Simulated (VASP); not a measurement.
Here is a VASP 6.6.1 calculation.

File INCAR:

```
SYSTEM = Al2BiBr
ALGO = Normal
EDIFF = 1E-6
EDIFFG = -0.01
ENCUT = 600
GGA = PE
IBRION = 2
ISIF = 3
ISMEAR = 0
LASPH = .TRUE.
LCHARG = .FALSE.
LREAL = .FALSE.
LWAVE = .FALSE.
NELM = 100
NSW = 100
PREC = Accurate
SIGMA = 0.1
```

Contents of KPOINTS:

```
k-points
0
G
  10 10 8
  0 0 0
```

File POSCAR:

```
Al2BiBr
1.0
    4.7331523779      0.0000000000      0.0000000000
    0.0000000000      4.7331523779      0.0000000000
    0.0000000000      0.0000000000      6.5260650464
Al Bi Br
2 1 1
Direct
    0.5000000000      0.0000000000      0.7436240904
    0.0000000000      0.5000000000      0.2563759096
    0.0000000000      0.0000000000      0.5000000000
    0.5000000000      0.5000000000      0.0000000000
```

Potentials or basis: VASP PAW PBE potentials, release 64 (Al, Bi_d, Br).

Command:

```sh
$ cat potpaw_PBE.64/Al/POTCAR potpaw_PBE.64/Bi_d/POTCAR potpaw_PBE.64/Br/POTCAR > POTCAR
$ mpirun -np 1 vasp_std > vasp.out
```

Question: Predict the band gap on the k mesh.

Answer: Zero (band 14 reaches 4.18 eV, above the bottom of band 15 at 2.72 eV).

Question: Estimate the space group after relaxing (to 0.05 Å).

Answer: P-4m2 (No. 115).

Question: What does it give for the relaxed cell?

Answer: a = 4.705 Å, b = 4.705 Å, c = 6.545 Å, α = 90.00°, β = 90.00°, γ = 90.00°.

Forces on the atoms (eV/Å):
```
Al   0.000  0.000 -0.007
Al   0.000  0.000  0.007
Bi   0.000  0.000  0.000
Br   0.000  0.000  0.000
```

Caveat: spin-orbit coupling is left out, which moves the levels of the heavy elements.
